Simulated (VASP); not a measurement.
A run of VASP 6.6.1 is set up as follows.

The input INCAR:

```
SYSTEM = SiNi2
PREC = Accurate
ENCUT = 520
EDIFF = 1E-6
ISMEAR = 0
SIGMA = 0.1
LREAL = .False.
LASPH = .True.
NELM = 60
ALGO = Fast
ISIF = 2
LWAVE = .False.
LCHARG = .False.
GGA = PS
NBANDS = 60
```

Contents of KPOINTS:

```
regular mesh
0
Gamma
  8 16 6
  0 0 0
```

POSCAR

```
SiNi2
1.0
    6.5920439454      0.0000000000      0.0000000000
    0.0000000000      2.6329052716      0.0000000000
    0.0000000000      0.0000000000      7.4350068288
Si Ni
4 8
Direct
    0.2459044089      0.7500000000      0.6268009290
    0.7540955911      0.2500000000      0.3731990710
    0.2540955911      0.2500000000      0.1268009290
    0.7459044089      0.7500000000      0.8731990710
    0.9440977589      0.7500000000      0.1455163052
    0.0559022411      0.2500000000      0.8544836948
    0.5559022411      0.2500000000      0.6455163052
    0.4440977589      0.7500000000      0.3544836948
    0.8871216036      0.7500000000      0.5994268443
    0.1128783964      0.2500000000      0.4005731557
    0.6128783964      0.2500000000      0.0994268443
    0.3871216036      0.7500000000      0.9005731557
```

Potentials or basis: VASP PAW PBE potentials, release 64 (Si, Ni).

Launch:

```bash
$ cat potpaw_PBE.64/Si/POTCAR potpaw_PBE.64/Ni/POTCAR > POTCAR
$ mpirun -np 1 vasp_std > vasp.out
```

(1) Estimate the largest force.

(2) Predict the pressure.

(3) Estimate the band gap on the k mesh.

Answers

(1) 0.008 eV/Å.

(2) -1.9 GPa.

(3) zero (bands 48 and 49 overlap by 1.55 eV).

Caveat: the PAW data sets were made with another functional, which shifts forces and pressure a little.
